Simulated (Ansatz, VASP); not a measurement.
**Two plane-wave programs on HC6**

The input INCAR:

```
ALGO = Normal
DIPOL = 0.5 0.5 0.303
EDIFF = 1E-6
ENCUT = 520
IDIPOL = 3
ISIF = 2
ISMEAR = 0
LASPH = True
LCHARG = True
LDIPOL = True
LELF = True
LREAL = False
LVACPOTAV = True
LVHAR = True
LWAVE = False
NBANDS = 38
NELM = 80
PREC = Accurate
SIGMA = 0.1
```

Contents of KPOINTS:

```
k-points
0
Gamma
  6 3 1
```

POSCAR

```
HC6
1.0
    4.8895256614      0.0000000000      0.0000000000
   -1.2223814153      8.7849592876      0.0000000000
    0.0000000000      0.0000000000     22.7474729025
C H
12 2
Direct
    0.0193612757      0.0774451030      0.1758437088
    0.5193612758      0.0774451030      0.1758437088
    0.2742015947      0.0968063788      0.2059542860
    0.7742015947      0.0968063788      0.2059542860
    0.2838822326      0.1355289303      0.2661754406
    0.7838822326      0.1355289303      0.2661754406
    0.0386279421      0.1545151615      0.2955067254
    0.5386279421      0.1545151615      0.2955067254
    0.0488684834      0.1954807970      0.3583587359
    0.5488684834      0.1954807970      0.3583587359
    0.3031723044      0.2126952264      0.3845470194
    0.8031723044      0.2126952264      0.3845470194
    0.0488684834      0.1112041249      0.4324644300
    0.0488684834      0.2797574692      0.4324644300
```

Input for Ansatz:

```yaml
crystal:
  lattice:
    - [4.8895256614, 0.0, 0.0]
    - [-1.2223814153, 8.7849592876, 0.0]
    - [0.0, 0.0, 22.7474729025]
  atoms:
    - { symbol: C, position: [0.0193612757, 0.077445103, 0.1758437088] }
    - { symbol: C, position: [0.5193612758, 0.077445103, 0.1758437088] }
    - { symbol: C, position: [0.2742015947, 0.0968063788, 0.205954286] }
    - { symbol: C, position: [0.7742015947, 0.0968063788, 0.205954286] }
    - { symbol: C, position: [0.2838822326, 0.1355289303, 0.2661754406] }
    - { symbol: C, position: [0.7838822326, 0.1355289303, 0.2661754406] }
    - { symbol: C, position: [0.0386279421, 0.1545151615, 0.2955067254] }
    - { symbol: C, position: [0.5386279421, 0.1545151615, 0.2955067254] }
    - { symbol: C, position: [0.0488684834, 0.195480797, 0.3583587359] }
    - { symbol: C, position: [0.5488684834, 0.195480797, 0.3583587359] }
    - { symbol: C, position: [0.3031723044, 0.2126952264, 0.3845470194] }
    - { symbol: C, position: [0.8031723044, 0.2126952264, 0.3845470194] }
    - { symbol: H, position: [0.0488684834, 0.1112041249, 0.43246443] }
    - { symbol: H, position: [0.0488684834, 0.2797574692, 0.43246443] }
basis:
  ecutwfc: 420
kpoints:
  mp_grid: { grid: [6, 3, 1] }
hamiltonian:
  xc: lda
scf:
  occupations: { method: gaussian, width: 0.1 }
output:
  forces: true
  eigenvalues: true
efield:
  axis: 3
  dipole_correction: true
  ramp_width: 0.04
```

Alike in both runs: task single point; functional LDA; k mesh 6 × 3 × 1; occupations gaussian, width 0.1 eV; no spin polarisation.

```csv
,VASP,Ansatz
version,VASP 6.6.1,Ansatz 0.2.0
potentials or method,"VASP PAW LDA potentials, release 64 (C, H), cutoff 520 eV","scalar-relativistic, plane waves, PAW"
valence electrons in the cell,50,50
```

Ansatz gave:

| Item | Value |
| --- | --- |
| gap on the k mesh at the Fermi level (eV) | none |
| rms of the force components (eV/Å) | 1.540 |
| work function, face that differs most (eV) | 5.06 |

Task: Estimate VASP's values.

Result: gap on the k mesh at the Fermi level (eV): none; rms of the force components (eV/Å): 1.534; work function, face that differs most (eV): 5.07.

LDA's correlation is that of Perdew and Zunger in VASP and of Perdew and Wang (1992) in Ansatz. Atom by atom the forces differ by 0.022 eV/Å (rms over components). A gap of «none» marks a metal or a gap that the smearing closes.
